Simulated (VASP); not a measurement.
# CaSe (Fm-3m) in VASP: settings compared, part 2 of 2

VASP 6.6.1. The steps go on from the part before.

## Step 4: Single point, r2SCAN

This run uses another cell than the first one, of 26.13 Å³/atom, 0.943 times its volume.

POSCAR

```
CaSe
1.0
    0.0000000000      2.9675351088      2.9675351088
    2.9675351088      0.0000000000      2.9675351088
    2.9675351088      2.9675351088      0.0000000000
Ca Se
1 1
Direct
    0.0000000000      0.0000000000      0.0000000000
    0.5000000000      0.5000000000      0.5000000000
```

INCAR.step1

```
ALGO = Normal ; EDIFF = 1E-4
ENCUT = 520 ; GGA = PE
ISMEAR = 0 ; LASPH = True
LCHARG = False ; LREAL = False
LWAVE = True ; NBANDS = 15
NELM = 100 ; PREC = Accurate
SIGMA = 0.01
```

INCAR.step2

```
ALGO = Normal ; EDIFF = 1E-6
ENCUT = 520 ; ISIF = 2
ISMEAR = 0 ; ISTART = 1
LASPH = True ; LCHARG = True
LELF = True ; LMIXTAU = True
LREAL = False ; LVHAR = True
LWAVE = False ; METAGGA = R2SCAN
NBANDS = 15 ; NELM = 100
PREC = Accurate ; SIGMA = 0.01
```

KPOINTS

```
k-points
0
Gamma
  8 8 8
```

Potentials or basis: VASP PAW PBE potentials, release 64 (Ca_sv, Se).

The run is started by

```console
$ cat potpaw_PBE.64/Ca_sv/POTCAR potpaw_PBE.64/Se/POTCAR > POTCAR
$ cp INCAR.step1 INCAR
$ mpirun -np 1 vasp_std > vasp.out
$ cp INCAR.step2 INCAR
$ mpirun -np 1 vasp_std > vasp.out
```

OUTCAR:

```text
EDIFF = 1E-6
   ENCUT = 520
   ISIF = 2
   ISMEAR = 0
   ISTART = 1
   LASPH = True
   LREAL = False
   METAGGA = R2SCAN
   NELM = 100
   PREC = Accurate

 ion  position               nearest neighbor table
   1  0.000  0.000  0.000-   2 2.97   2 2.97   2 2.97   2 2.97   2 2.97   2 2.97
   2  0.500  0.500  0.500-   1 2.97   1 2.97   1 2.97   1 2.97   1 2.97   1 2.97

  LATTYP: Found a face centered cubic cell.
 ALAT       =     5.9350702176

  Lattice vectors:

 A1 = (   0.0000000000,   2.9675351088,   2.9675351088)
 A2 = (   2.9675351088,   0.0000000000,   2.9675351088)
 A3 = (   2.9675351088,   2.9675351088,   0.0000000000)

Analysis of symmetry for initial positions (statically):
=====================================================================
 Subroutine PRICEL returns:
 Original cell was already a primitive cell.

 Routine SETGRP: Setting up the symmetry group for a
 face centered cubic supercell.

 Subroutine GETGRP returns: Found 48 space group operations
 (whereof 48 operations were pure point group operations)
 out of a pool of 48 trial point group operations.

The static configuration has the point symmetry O_h .

Analysis of symmetry for dynamics (positions and initial velocities):
=====================================================================
 Subroutine PRICEL returns:
 Original cell was already a primitive cell.

 Routine SETGRP: Setting up the symmetry group for a
 face centered cubic supercell.

 Subroutine GETGRP returns: Found 48 space group operations
 (whereof 48 operations were pure point group operations)
 out of a pool of 48 trial point group operations.

The dynamic configuration has the point symmetry O_h .

 Subroutine INISYM returns: Found 48 space group operations
 (whereof 48 operations are pure point group operations),
 and found     1 'primitive' translations

----------------------------------------------------------------------------------------

                                     Primitive cell

  volume of cell :      52.2658

  direct lattice vectors                    reciprocal lattice vectors
     0.000000000  2.967535109  2.967535109    -0.168490003  0.168490003  0.168490003
     2.967535109  0.000000000  2.967535109     0.168490003 -0.168490003  0.168490003
     2.967535109  2.967535109  0.000000000     0.168490003  0.168490003 -0.168490003

  length of vectors
     4.196728398  4.196728398  4.196728398     0.291833246  0.291833246  0.291833246

  position of ions in fractional coordinates (direct lattice)
     0.000000000  0.000000000  0.000000000
     0.500000000  0.500000000  0.500000000

  ion indices of the primitive-cell ions
   primitive index   ion index
                 1           1
                 2           2

----------------------------------------------------------------------------------------

 KPOINTS: k-points

Automatic generation of k-mesh.
 Grid dimensions read from file:
 generate k-points for:    8    8    8

 Generating k-lattice:

  Cartesian coordinates                     Fractional coordinates (reciprocal lattice)
    -0.021061250  0.021061250  0.021061250     0.125000000  0.000000000  0.000000000
     0.021061250 -0.021061250  0.021061250     0.000000000  0.125000000  0.000000000
     0.021061250  0.021061250 -0.021061250     0.000000000  0.000000000  0.125000000

  Length of vectors
     0.036479156  0.036479156  0.036479156

  Shift w.r.t. Gamma in fractional coordinates (k-lattice)
     0.000000000  0.000000000  0.000000000

 Subroutine IBZKPT returns following result:
 ===========================================

 Found     29 irreducible k-points:

 Following reciprocal coordinates:
            Coordinates               Weight
  0.000000  0.000000  0.000000      1.000000
  0.125000  0.000000  0.000000      8.000000
  0.250000  0.000000  0.000000      8.000000
  0.375000  0.000000  0.000000      8.000000
  0.500000  0.000000  0.000000      4.000000
  0.125000  0.125000  0.000000      6.000000
[... 16 lines left out ...]
  0.500000  0.250000  0.125000     48.000000
 -0.375000  0.250000  0.125000     24.000000
 [... further k-points ...]
   k-points           NKPTS =     29   k-points in BZ     NKDIM =     29   number of bands    NBANDS=     15
   number of dos      NEDOS =    301   number of ions     NIONS =      2
   total plane-waves  NPLWV =  32768
   dimension x,y,z NGX =    32 NGY =   32 NGZ =   32
   dimension x,y,z NGXF=    64 NGYF=   64 NGZF=   64
   ions per type =               1   1
   NGX,Y,Z   is equivalent  to a cutoff of  12.68, 12.68, 12.68 a.u.
   NGXF,Y,Z  is equivalent  to a cutoff of  25.35, 25.35, 25.35 a.u.
 SYSTEM =  unknown system
   PREC   = accura    normal or accurate (medium, high low for compatibility)
   ISTART =      1    job   : 0-new  1-cont  2-samecut
   ICHARG =      0    charge: 1-file 2-atom 10-const
   ISPIN  =      1    spin polarized calculation?
   LNONCOLLINEAR =      F non collinear calculations
   LSORBIT =      F    spin-orbit coupling
   LASPH  =      T    aspherical Exc in radial PAW
   ENCUT  =  520.0 eV  38.22 Ry    6.18 a.u.   7.80  7.80  7.80*2*pi/ulx,y,z
   NELM   =    100;   NELMIN=  2; NELMDL=  0     # of ELM steps
   EDIFF  = 0.1E-05   stopping-criterion for ELM
   LREAL  =      F    real-space projection
   EDIFFG = 0.1E-04   stopping-criterion for IOM
   NSW    =      0    number of steps for IOM
   IBRION =     -1    ionic relax: 0-MD 1-quasi-New 2-CG
   NFREE  =      0    steps in history (QN), initial steepest desc. (CG)
   ISIF   =      2    stress and relaxation
   ISYM   =      2    0-nonsym 1-usesym 2-fastsym
   POTIM  = 0.5000    time-step for ionic-motion
   TEBEG  =    0.0;   TEEND  =   0.0 temperature during run
   PSTRESS=    0.0 pullay stress
   NELECT =      16.0000    total number of electrons
   NUPDOWN=      -1.0000    fix difference up-down
   EMIN   =  10.00;   EMAX   =-10.00  energy-range for DOS
   EFERMI =   0.00;   METHOD = LEGACY
   ISMEAR =     0;   SIGMA  =   0.01  broadening in eV -4-tet -1-fermi 0-gaus
   EFERMI_NEDOS =   21; number of points for ismear=-14 and -15
   IALGO  =     38    algorithm
   IMIX   =      4    mixing-type and parameters
     AMIX     =   0.40;   BMIX     =  1.00
     AMIX_MAG =   1.60;   BMIX_MAG =  1.00
  volume/ion in A,a.u.               =      26.13       176.35
  Fermi-wavevector in a.u.,A,eV,Ry     =   1.103339  2.085008 16.563146  1.217357
  Thomas-Fermi vector in A             =   2.239796
   LORBIT       =      0    0 simple, 1 ext, 2 COOP (PROOUT), +10 PAW based schemes
   METAGGA = R2SCAN    functional components
   LHFCALC =     F    Hartree Fock is set to
   AEXX    =    0.0000 exact exchange contribution
   IVDW    =     0    specifies the selected vdW correction
   LEPSILON=     F    determine dielectric tensor
   LRPA    =     F    only Hartree local field effects (RPA)
 non-spin polarized calculation
 Gauss-broadening in eV      SIGMA  =   0.01
  energy-cutoff  :      520.00
  volume of cell :       52.27
 maximum number of plane-waves:      1424
   NGX = 15   NGY = 15   NGZ = 15

 number of electron      15.9999997 magnetization

 Free energy of the ion-electron system (eV)
  ---------------------------------------------------
  ext. energy  EPLUGINS =         0.00000000
  ---------------------------------------------------
  free energy    TOTEN  =       -25.97908853 eV

  energy without entropy =      -25.97908853  energy(sigma->0) =      -25.97908853

 E-fermi :   2.1679     XC(G=0):  -9.5353

 val. band max:        2.1145408868   @ k =   0.0000   0.0000   0.0000
 cond. band min:       4.6314689857   @ k =   0.5000   0.5000   0.0000
 fundamental gap:      2.5169280988
 Fermi energy:         2.1678532693

 k-point     1 :       0.0000    0.0000    0.0000
  band No.  band energies     occupation
      1     -39.2134      2.00000
      2     -19.3228      2.00000
      3     -19.3228      2.00000
      4     -19.3227      2.00000
      5     -10.0442      2.00000
      6       2.1145      2.00000
      7       2.1145      2.00000
      8       2.1145      2.00000
      9       6.1934      0.00000
     10       6.3447      0.00000
     11       6.3447      0.00000
     12       6.3447      0.00000
     13       6.9341      0.00000
     14       6.9341      0.00000
     15      12.5777      0.00000
[... 397 lines left out ...]
 k-point    24 :      -0.3750    0.2500    0.1250
  band No.  band energies     occupation
      1     -39.2060      2.00000
      2     -19.4125      2.00000
      3     -19.3537      2.00000
      4     -19.3385      2.00000
      5      -9.3519      2.00000
      6      -0.6765      2.00000
      7       0.5114      2.00000
      8       0.8985      2.00000
      9       7.1453      0.00000
     10       7.4391      0.00000
     11       8.4266      0.00000
     12       8.7292      0.00000
     13       9.0544      0.00000
     14       9.9549      0.00000
     15      11.4080      0.00000

 [... further k-points ...]
[... 5 lines left out ...]
  --------------------------------------------------------------------------------------
  -------------------------------------------------------------------------------------
  Total        0.0807454      0.0807454      0.0807454      0.0000000      0.0000000     -0.0000000
  in kB        2.4752015      2.4752015      2.4752015      0.0000000      0.0000000     -0.0000000
  external PRESSURE =       2.4752015 kB  Pullay stress =       0.0000000 kB

 VOLUME and BASIS-vectors are now :
 -----------------------------------------------------------------------------
  energy-cutoff  :      520.00
  volume of cell :       52.27
      direct lattice vectors                 reciprocal lattice vectors
     0.000000000  2.967535109  2.967535109    -0.168490003  0.168490003  0.168490003
     2.967535109  0.000000000  2.967535109     0.168490003 -0.168490003  0.168490003
     2.967535109  2.967535109  0.000000000     0.168490003  0.168490003 -0.168490003

 POSITION                                       TOTAL-FORCE (eV/Angst)
 -----------------------------------------------------------------------------------
      0.00000      0.00000      0.00000         0.000000     -0.000000     -0.000000
      2.96754      2.96754      2.96754         0.000000      0.000000      0.000000
 -----------------------------------------------------------------------------------
    total drift:                                0.000000     -0.000000     -0.000000

  FREE ENERGIE OF THE ION-ELECTRON SYSTEM (eV)
  ---------------------------------------------------
  free  energy   TOTEN  =       -25.9790885278 eV

  energy  without entropy=      -25.9790885278  energy(sigma->0) =      -25.97908853
```

OUTCAR.step1:

```text
EDIFF = 1E-4
   ENCUT = 520
   GGA = PE
   ISMEAR = 0
   LASPH = True
[... 652 lines left out ...]
 -----------------------------------------------------------------------------------
      0.00000      0.00000      0.00000         0.000000     -0.000000     -0.000000
      2.96754      2.96754      2.96754        -0.000000      0.000000      0.000000
 -----------------------------------------------------------------------------------
    total drift:                                0.000000     -0.000000     -0.000000

  FREE ENERGIE OF THE ION-ELECTRON SYSTEM (eV)
  ---------------------------------------------------
  free  energy   TOTEN  =        -9.4838922822 eV

  energy  without entropy=       -9.4838922822  energy(sigma->0) =       -9.48389228
```

Run time: 37 s. Hardware: 1 thread of Intel Xeon Platinum 8488C (Sapphire Rapids), shared host; peak memory 0.19 GiB.

Results:

```
Free energy            : -25.9791 eV
Pressure               : 0.2 GPa
Band gap on the k mesh : 2.52 eV, indirect (least direct gap 3.46 eV)
```

Levels at points of the mesh, in eV from the valence-band top:
```
           k point  band 4  band 5  band 6  band 7  band 8  band 9  band 10  band 11  band 12  band 13
(0.00, 0.00, 0.00)  -21.44  -12.16    0.00    0.00    0.00    4.08     4.23     4.23     4.23     4.82
(0.50, 0.00, 0.00)  -21.44  -11.45   -3.24   -1.17   -1.17    5.10     6.07     6.09     6.09     8.10
(0.50, 0.50, 0.00)  -21.47  -11.57   -2.52   -0.94   -0.94    2.52     5.60     5.76     6.62     6.62
```

Caveat: the PAW data sets were made with another functional, which shifts forces and pressure a little. r2SCAN opens gaps a little over a GGA but as a rule still falls short of measured ones.

## Step 5: Summary

| level | cell | k mesh | gap on the mesh (eV) | pressure (GPa) |
| --- | --- | --- | --- | --- |
| r2SCAN | a = 4.279 Å, angles 60.0°, 2 atoms | 6 × 6 × 6 | 2.64 | -2.5 |
| PBE | a = 4.197 Å, angles 60.0°, 2 atoms | 8 × 8 × 8 | 2.05 | 0.7 |
| r2SCAN | a = 4.197 Å, angles 60.0°, 2 atoms | 8 × 8 × 8 | 2.52 | 0.2 |

Alike in all rows: task single point; potentials or basis VASP PAW PBE potentials, release 64 (Ca_sv, Se); no spin polarisation; cutoff (eV) 520; smearing gaussian 0.01 eV.

Caveats: the PAW data sets were made with another functional, which shifts forces and pressure a little (some runs).

Absolute energies hang on the potentials; compare differences alone.
